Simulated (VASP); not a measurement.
## BeAlS3: single point with PBE

Crystal: BeAlS3.

```xyz
5
Lattice="5.0958 0.0000 0.0000 -2.5479 4.4131 0.0000 0.0000 0.0000 4.6122" Properties=species:S:1:pos:R:3 pbc="T T T"
Be    0.0000    0.0000    2.3061
Al    0.0000    0.0000    0.0000
S     2.5479    0.0000    2.3061
S    -1.2739    2.2065    2.3061
S     1.2739    2.2065    2.3061
```

The cell was built from a structure type or drawn by symmetry, and may not be a known phase.

```json
{"Program": "VASP 6.6.1", "Task": "single point", "Functional": "PBE", "Potentials or basis": "VASP PAW PBE potentials, release 64 (Be, Al, S)", "Cutoff": "520 eV", "k mesh": "12 × 12 × 8", "Occupations": "gaussian, width 0.1 eV", "Spin": "no spin polarisation"}
```

```yaml
Pressure: -0.1 GPa
Band_gap_on_the_k_mesh: zero (an odd number of electrons rules out a gap without spin polarisation)
```

Stress tensor (GPa, compression positive):
```
-0.10  0.00  0.00
 0.00 -0.10  0.00
 0.00  0.00 -0.02
```

Levels at points of the mesh, in eV from the Fermi level:
```csv
k point,band 8,band 9,band 10,band 11,band 12,band 13,band 14,band 15,band 16,band 17
"(0.00, 0.00, 0.00)",-4.59,-0.60,-0.60,0.57,0.86,2.17,2.99,2.99,4.16,4.16
"(0.50, 0.00, 0.00)",-2.92,-2.16,-1.88,-1.33,-0.84,-0.04,0.98,3.11,3.42,3.55
"(0.00, 0.00, 0.50)",-2.48,-1.63,-1.06,-1.06,1.77,1.77,2.19,3.43,3.43,4.91
"(0.50, 0.00, 0.50)",-2.83,-2.11,-1.84,-1.65,-1.61,1.26,2.89,3.26,3.44,3.80
```

Wall time 110 s on 1 thread of AMD EPYC 7R13 Processor (Zen 3), on a shared host, peak memory 0.31 GiB.
